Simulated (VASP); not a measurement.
# TiSi16 (a cell with a defect) in VASP: single point with PBE+D3(BJ)

Aim: the single point of TiSi16 (a cell with a defect) with PBE+D3(BJ).

Program: VASP 6.6.1. These are calculated values, not measurements. Logs are shortened: lines on timing, memory, paths and dates and some standing lists are left out, and cuts for length are marked.

## 1. The cell of the first run

The cell holds a defect, 17 atoms: a = 7.679 Å, b = 7.679 Å, c = 7.679 Å, α = 60.00°, β = 60.00°, γ = 60.00°.

## 2. Single point, PBE+D3(BJ)

INCAR reads:

```
  PREC = Accurate
  ENCUT = 520
  EDIFF = 1E-6
  ISMEAR = -1
  SIGMA = 0.02
  LREAL = Auto
  LASPH = T
  NELM = 80
  ALGO = Normal
  ISIF = 2
  LWAVE = F
  LCHARG = T
  GGA = PE
  IVDW = 12
  LELF = T
  LVHAR = T
  NBANDS = 52
```

KPOINTS reads:

```
Automatic mesh
0
Gamma
  2 2 2
```

POSCAR reads:

```
TiSi16
1.0
    0.0000000000      5.4300000000      5.4300000000
    5.4300000000      0.0000000000      5.4300000000
    5.4300000000      5.4300000000      0.0000000000
Si Ti
16 1
Direct
    0.0539831492     -0.0171291897     -0.0185363720
    0.1374187845      0.1267232044      0.1253499079
   -0.0129543278      0.0151576427      0.4987802947
    0.1373965009      0.1267178637      0.6102930018
   -0.0130988950      0.5001528545      0.0139027624
    0.1372872007      0.6117251381      0.1253708103
   -0.0129937385      0.5001364641      0.4987933702
    0.0703660221      0.6440081952      0.6427216390
    0.5087120626      0.0128129834      0.0115336096
    0.6779128913      0.1083058932      0.1069694291
    0.5087055249      0.0127322284      0.4672182320
    0.6157620626      0.1585432781      0.6129112339
    0.5085735727      0.4684934622      0.0115216390
    0.6155989871      0.6141978821      0.1573853591
    0.4464366483      0.5186972376      0.5175432781
    0.6157024862      0.6142391344      0.6129899632
    0.5621755064      0.8134941068      0.8122344383
```

Potentials or basis: VASP PAW PBE potentials, release 64 (Si, Ti_sv).

On the command line:

```
$ cat potpaw_PBE.64/Si/POTCAR potpaw_PBE.64/Ti_sv/POTCAR > POTCAR
$ mpirun -np 1 vasp_std > vasp.out
```

OUTCAR:

```text
PREC = Accurate
   ENCUT = 520
   EDIFF = 1E-6
   ISMEAR = -1
   LREAL = Auto
   LASPH = T
   NELM = 80
   ISIF = 2
   GGA = PE
   IVDW = 12
 IVDW          = 12

 ion  position               nearest neighbor table
   1  0.054  0.983  0.981-   6 2.34   4 2.34   2 2.34  10 2.36
   2  0.137  0.127  0.125-   9 2.33   1 2.34   3 2.35   5 2.35
   3  0.987  0.015  0.499-  12 2.33   8 2.34   4 2.35   2 2.35
   4  0.137  0.127  0.610-  11 2.33   1 2.34   7 2.35   3 2.35
   5  0.987  0.500  0.014-  14 2.33   8 2.34   6 2.35   2 2.35
   6  0.137  0.612  0.125-  13 2.33   1 2.34   7 2.35   5 2.35
   7  0.987  0.500  0.499-  16 2.33   8 2.34   6 2.35   4 2.35
   8  0.070  0.644  0.643-   3 2.34   7 2.34   5 2.34  15 2.36
   9  0.509  0.013  0.012-  10 2.28   2 2.33  17 2.44  12 2.51  14 2.51
  10  0.678  0.108  0.107-   9 2.28  13 2.28  11 2.28   1 2.36
  11  0.509  0.013  0.467-  10 2.28   4 2.33  17 2.44  16 2.50  12 2.50
  12  0.616  0.159  0.613-  15 2.28   3 2.33  17 2.44  11 2.50   9 2.51
  13  0.509  0.468  0.012-  10 2.28   6 2.33  17 2.44  16 2.50  14 2.51
  14  0.616  0.614  0.157-  15 2.28   5 2.33  17 2.44  13 2.51   9 2.51
  15  0.446  0.519  0.518-  14 2.28  12 2.28  16 2.28   8 2.36
  16  0.616  0.614  0.613-  15 2.28   7 2.33  17 2.44  11 2.50  13 2.50
  17  0.562  0.813  0.812-  16 2.44  11 2.44  13 2.44  12 2.44  14 2.44   9 2.44

  LATTYP: Found a face centered cubic cell.
 ALAT       =    10.8600000000

  Lattice vectors:

 A1 = (   0.0000000000,   5.4300000000,   5.4300000000)
 A2 = (   5.4300000000,   0.0000000000,   5.4300000000)
 A3 = (   5.4300000000,   5.4300000000,   0.0000000000)

Analysis of symmetry for initial positions (statically):
=====================================================================
 Subroutine PRICEL returns:
 Original cell was already a primitive cell.

 Routine SETGRP: Setting up the symmetry group for a
 face centered cubic supercell.

 Subroutine GETGRP returns: Found  1 space group operations
 (whereof  1 operations were pure point group operations)
 out of a pool of 48 trial point group operations.

The static configuration has the point symmetry C_1 .

Analysis of symmetry for dynamics (positions and initial velocities):
=====================================================================
 Subroutine PRICEL returns:
 Original cell was already a primitive cell.

 Routine SETGRP: Setting up the symmetry group for a
 face centered cubic supercell.

 Subroutine GETGRP returns: Found  1 space group operations
 (whereof  1 operations were pure point group operations)
 out of a pool of 48 trial point group operations.

The dynamic configuration has the point symmetry C_1 .

 Subroutine INISYM returns: Found  1 space group operations
 (whereof  1 operations are pure point group operations),
 and found     1 'primitive' translations

----------------------------------------------------------------------------------------

                                     Primitive cell

  volume of cell :     320.2060

  direct lattice vectors                    reciprocal lattice vectors
     0.000000000  5.430000000  5.430000000    -0.092081031  0.092081031  0.092081031
     5.430000000  0.000000000  5.430000000     0.092081031 -0.092081031  0.092081031
     5.430000000  5.430000000  0.000000000     0.092081031  0.092081031 -0.092081031

  length of vectors
     7.679179644  7.679179644  7.679179644     0.159489025  0.159489025  0.159489025

  position of ions in fractional coordinates (direct lattice)
     0.053983149  0.982870810  0.981463628
     0.137418784  0.126723204  0.125349908
     0.987045672  0.015157643  0.498780295
     0.137396501  0.126717864  0.610293002
     0.986901105  0.500152855  0.013902762
     0.137287201  0.611725138  0.125370810
[... 9 lines left out ...]
     0.615702486  0.614239134  0.612989963
     0.562175506  0.813494107  0.812234438

  ion indices of the primitive-cell ions
   primitive index   ion index
                 1           1
                 2           2
                 3           3
                 4           4
                 5           5
                 6           6
[... 9 lines left out ...]
                16          16
                17          17

----------------------------------------------------------------------------------------

 KPOINTS: Automatic mesh

Automatic generation of k-mesh.
 Grid dimensions read from file:
 generate k-points for:    2    2    2

 Generating k-lattice:

  Cartesian coordinates                     Fractional coordinates (reciprocal lattice)
    -0.046040516  0.046040516  0.046040516     0.500000000  0.000000000  0.000000000
     0.046040516 -0.046040516  0.046040516     0.000000000  0.500000000  0.000000000
     0.046040516  0.046040516 -0.046040516     0.000000000  0.000000000  0.500000000

  Length of vectors
     0.079744512  0.079744512  0.079744512

  Shift w.r.t. Gamma in fractional coordinates (k-lattice)
     0.000000000  0.000000000  0.000000000

 Subroutine IBZKPT returns following result:
 ===========================================

 Found      8 irreducible k-points:

 Following reciprocal coordinates:
            Coordinates               Weight
  0.000000  0.000000  0.000000      1.000000
  0.500000  0.000000  0.000000      1.000000
  0.000000  0.500000  0.000000      1.000000
  0.000000  0.000000  0.500000      1.000000
  0.500000  0.500000  0.500000      1.000000
  0.500000  0.500000  0.000000      1.000000
  0.000000  0.500000  0.500000      1.000000
  0.500000  0.000000  0.500000      1.000000
   k-points           NKPTS =      8   k-points in BZ     NKDIM =      8   number of bands    NBANDS=     52
   number of dos      NEDOS =    301   number of ions     NIONS =     17
   total plane-waves  NPLWV = 216000
   dimension x,y,z NGX =    60 NGY =   60 NGZ =   60
   dimension x,y,z NGXF=   120 NGYF=  120 NGZF=  120
   ions per type =              16   1
   NGX,Y,Z   is equivalent  to a cutoff of  12.99, 12.99, 12.99 a.u.
   NGXF,Y,Z  is equivalent  to a cutoff of  25.98, 25.98, 25.98 a.u.
 SYSTEM =  unknown system
   PREC   = accura    normal or accurate (medium, high low for compatibility)
   ISTART =      0    job   : 0-new  1-cont  2-samecut
   ICHARG =      2    charge: 1-file 2-atom 10-const
   ISPIN  =      1    spin polarized calculation?
   LNONCOLLINEAR =      F non collinear calculations
   LSORBIT =      F    spin-orbit coupling
   LASPH  =      T    aspherical Exc in radial PAW
   ENCUT  =  520.0 eV  38.22 Ry    6.18 a.u.  14.28 14.28 14.28*2*pi/ulx,y,z
   NELM   =     80;   NELMIN=  2; NELMDL= -5     # of ELM steps
   EDIFF  = 0.1E-05   stopping-criterion for ELM
   LREAL  =      T    real-space projection
   EDIFFG = 0.1E-04   stopping-criterion for IOM
   NSW    =      0    number of steps for IOM
   IBRION =     -1    ionic relax: 0-MD 1-quasi-New 2-CG
   NFREE  =      0    steps in history (QN), initial steepest desc. (CG)
   ISIF   =      2    stress and relaxation
   ISYM   =      2    0-nonsym 1-usesym 2-fastsym
   POTIM  = 0.5000    time-step for ionic-motion
   TEBEG  =    0.0;   TEEND  =   0.0 temperature during run
   PSTRESS=    0.0 pullay stress
   NELECT =      76.0000    total number of electrons
   NUPDOWN=      -1.0000    fix difference up-down
   EMIN   =  10.00;   EMAX   =-10.00  energy-range for DOS
   EFERMI =   0.00;   METHOD = LEGACY
   ISMEAR =    -1;   SIGMA  =   0.02  broadening in eV -4-tet -1-fermi 0-gaus
   EFERMI_NEDOS =   21; number of points for ismear=-14 and -15
   IALGO  =     38    algorithm
   IMIX   =      4    mixing-type and parameters
     AMIX     =   0.40;   BMIX     =  1.00
     AMIX_MAG =   1.60;   BMIX_MAG =  1.00
  volume/ion in A,a.u.               =      18.84       127.11
  Fermi-wavevector in a.u.,A,eV,Ry     =   1.013607  1.915439 13.978610  1.027399
  Thomas-Fermi vector in A             =   2.146786
   LORBIT       =      0    0 simple, 1 ext, 2 COOP (PROOUT), +10 PAW based schemes
   GGA     = PE    functional components
   LHFCALC =     F    Hartree Fock is set to
   AEXX    =    0.0000 exact exchange contribution
   IVDW    =    12    specifies the selected vdW correction
   LEPSILON=     F    determine dielectric tensor
   LRPA    =     F    only Hartree local field effects (RPA)
 non-spin polarized calculation
  energy-cutoff  :      520.00
  volume of cell :      320.21
 maximum number of plane-waves:      8646
 NGX is ok and might be reduce to    60
   NGX = 29   NGY = 29   NGZ = 29

 number of electron      76.0000001 magnetization

 Free energy of the ion-electron system (eV)
  ---------------------------------------------------
  ext. energy  EPLUGINS =         0.00000000
  ---------------------------------------------------
  free energy    TOTEN  =       -90.50508055 eV

  energy without entropy =      -90.48340792  energy(sigma->0) =      -90.49424423

 E-fermi :   6.8980     XC(G=0):  -9.7564

 val. band max:        6.8631833947   @ k =   0.0000   0.0000   0.0000
 cond. band min:       6.9069342600   @ k =   0.5000   0.0000   0.5000
 fundamental gap:      0.0437508653
 Fermi energy:         6.8980216787

 k-point     1 :       0.0000    0.0000    0.0000
  band No.  band energies     occupation
      1     -49.9430      2.00000
      2     -26.4193      2.00000
      3     -26.2547      2.00000
      4     -26.2545      2.00000
      5      -5.6547      2.00000
      6      -3.4430      2.00000
[... 42 lines left out ...]
     49       8.5033      0.00000
     50       8.9292      0.00000

 k-point     2 :       0.5000    0.0000    0.0000
  band No.  band energies     occupation
      1     -49.9430      2.00000
      2     -26.4193      2.00000
      3     -26.2548      2.00000
      4     -26.2545      2.00000
      5      -4.8732      2.00000
      6      -4.8236      2.00000
[... 310 lines left out ...]
 k-point     8 :       0.5000    0.0000    0.5000
  band No.  band energies     occupation
      1     -49.9430      2.00000
      2     -26.4193      2.00000
      3     -26.2548      2.00000
      4     -26.2545      2.00000
      5      -4.5707      2.00000
      6      -4.5491      2.00000
[... 42 lines left out ...]
     49       9.9648      0.00000
     50      10.4860      0.00000
 [bands above 50 left out]

------------------------ aborting loop because EDIFF is reached ----------------------------------------

 Edisp (eV)   -5.83627

 E8    (eV) :    -2.4406

  FORCE on cell =-STRESS in cart. coord.  units (eV):
  Direction    XX          YY          ZZ          XY          YZ          ZX
  --------------------------------------------------------------------------------------
  -------------------------------------------------------------------------------------
  Total       5.25715     5.26045     5.25688     1.99202    -2.00092     2.00282
  in kB      26.30460    26.32109    26.30324     9.96722   -10.01175    10.02127
  external pressure =       26.31 kB  Pullay stress =        0.00 kB

 VOLUME and BASIS-vectors are now :
 -----------------------------------------------------------------------------
  energy-cutoff  :      520.00
  volume of cell :      320.21
      direct lattice vectors                 reciprocal lattice vectors
     0.000000000  5.430000000  5.430000000    -0.092081031  0.092081031  0.092081031
     5.430000000  0.000000000  5.430000000     0.092081031 -0.092081031  0.092081031
     5.430000000  5.430000000  0.000000000     0.092081031  0.092081031 -0.092081031

 POSITION                                       TOTAL-FORCE (eV/Angst)
 -----------------------------------------------------------------------------------
     10.66634      5.62248      5.63012         0.003126     -0.002992     -0.003000
      1.36876      1.42683      1.43429        -0.000597     -0.002251     -0.001549
      2.79068      8.06804      5.44196        -0.000663      0.001968     -0.001698
      4.00197      4.05995      1.43414         0.004436      0.001915     -0.002108
      2.79132      5.43436      8.07470        -0.001428     -0.001541      0.002670
      4.00243      1.42623      4.06714         0.003425     -0.002209      0.003006
[... 9 lines left out ...]
      6.66385      6.67180      6.67858        -0.009191     -0.004576     -0.004162
      8.82771      7.46305      7.46989         0.003263      0.009753     -0.002396
 -----------------------------------------------------------------------------------
    total drift:                               -0.005536      0.000023     -0.007726

  FREE ENERGIE OF THE ION-ELECTRON SYSTEM (eV)
  ---------------------------------------------------
  free  energy   TOTEN  =       -96.3413524974 eV

  energy  without entropy=      -96.3196798637  energy(sigma->0) =      -96.33051618
```

It took 2.4 min on 1 thread of Intel Xeon 6975P-C (Granite Rapids), shared host; peak memory 0.5 GiB.

Results:

| Quantity | Value |
| --- | --- |
| Free energy | -96.3414 eV |
| Pressure | 2.6 GPa |
| Largest force | 0.016 eV/Å |
| Band gap on the k mesh | zero (band 38 reaches 6.91 eV, above the bottom of band 39 at 6.72 eV) |
| Dispersion energy per atom | -0.343 eV |

Forces on the atoms (eV/Å):
```
Si   0.003 -0.003 -0.003
Si  -0.001 -0.002 -0.002
Si  -0.001  0.002 -0.002
Si   0.004  0.002 -0.002
Si  -0.001 -0.002  0.003
Si   0.003 -0.002  0.003
Si   0.003  0.004  0.003
Si  -0.003  0.003  0.003
Si  -0.005 -0.006 -0.005
Si   0.013 -0.006 -0.006
Si  -0.002 -0.007  0.004
Si  -0.001  0.003  0.000
Si   0.000  0.001 -0.004
Si  -0.004 -0.003  0.005
Si  -0.005  0.011  0.010
Si  -0.009 -0.005 -0.004
Ti   0.003  0.010 -0.002
```

Caveat: the k points lie up to 0.50 Å⁻¹ apart.
